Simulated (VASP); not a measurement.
Wanted: the native input for a VASP 6.6.1 run.

| Quantity | Value |
| --- | --- |
| Task | relaxation of cell and atoms |
| Functional | PBE |
| Potentials or basis | VASP PAW PBE potentials, release 64 (Co, H) |
| Cutoff | 600 eV |
| k mesh | 8 × 8 × 4 |
| Occupations | gaussian, width 0.2 eV |
| Spin | no spin polarisation |
| Dipole correction | no |
| Further INCAR settings | ALGO = Normal; EDIFF = 1e-07; IBRION = 2; EDIFFG = -0.025; NSW = 80; ISIF = 3 |

The structure of CoH3 lies in POSCAR:

```
CoH3
1.0
   -2.5965472108      0.0152973538     -0.0320560291
   -0.0320560291      0.0222898147     -2.6190195190
    0.0305947075     -5.1158745890      0.0445796295
Co H
2 6
Direct
    1.0201224738      1.0406093066      0.9909870457
    0.0368260685      0.9742023410      0.5106735503
    0.9996507646      0.4925575005      0.7488111877
    0.9949122627      0.4959862224      0.2709094155
    0.4821514733      0.4983880871      0.4933226552
    0.4829975101      0.5112637988      0.9855629365
    0.4803348955      0.9841416561      0.7380267292
    0.5030045516      0.0028510875      0.2617064799
```

The input as run:

INCAR

```
PREC     = Accurate       # precision mode
ENCUT    = 600            # plane-wave cutoff, eV
EDIFF    = 1E-7           # SCF threshold, eV
ISMEAR   = 0              # smearing method
SIGMA    = 0.2            # smearing width, eV
LREAL    = F              # projectors in reciprocal space
LASPH    = T              # aspherical terms in the spheres
NELM     = 80             # most SCF steps
ALGO     = Normal         # electronic algorithm
ISIF     = 3              # what is computed and relaxed
LWAVE    = F              # write WAVECAR
LCHARG   = F              # write CHGCAR
GGA      = PE             # functional
IBRION   = 2              # ionic algorithm
NSW      = 80             # ionic steps
EDIFFG   = -0.025         # ionic threshold
```

KPOINTS

```
Automatic mesh
0
Gamma
  8 8 4
```

Potentials or basis: VASP PAW PBE potentials, release 64 (Co, H).

Launch:

```console
$ cat potpaw_PBE.64/Co/POTCAR potpaw_PBE.64/H/POTCAR > POTCAR
$ mpirun -np 1 vasp_std > vasp.out
```

Results of the run:

```yaml
Relaxed_volume: 4.59 Å³/atom
Relaxed_cell: a = 2.668 Å, b = 2.621 Å, c = 5.251 Å, α = 90.92°, β = 91.30°, γ = 88.90°
Space_group_after_relaxing_to_0.1_Å: Cm (No. 8)
Energy_gained_by_relaxing: 25.1 meV/atom
Ionic_steps: 18
Pressure_after_relaxing: 0.0 GPa
Largest_force_after_relaxing: 0.021 eV/Å
Band_gap_on_the_k_mesh: zero (bands 12 and 13 overlap by 0.46 eV)
```

Caveat: the run has no spin polarisation, though such a crystal can be magnetic.

Wall time 22 min on 1 thread of Intel Xeon 8259CL (shared host), peak memory 0.25 GiB.
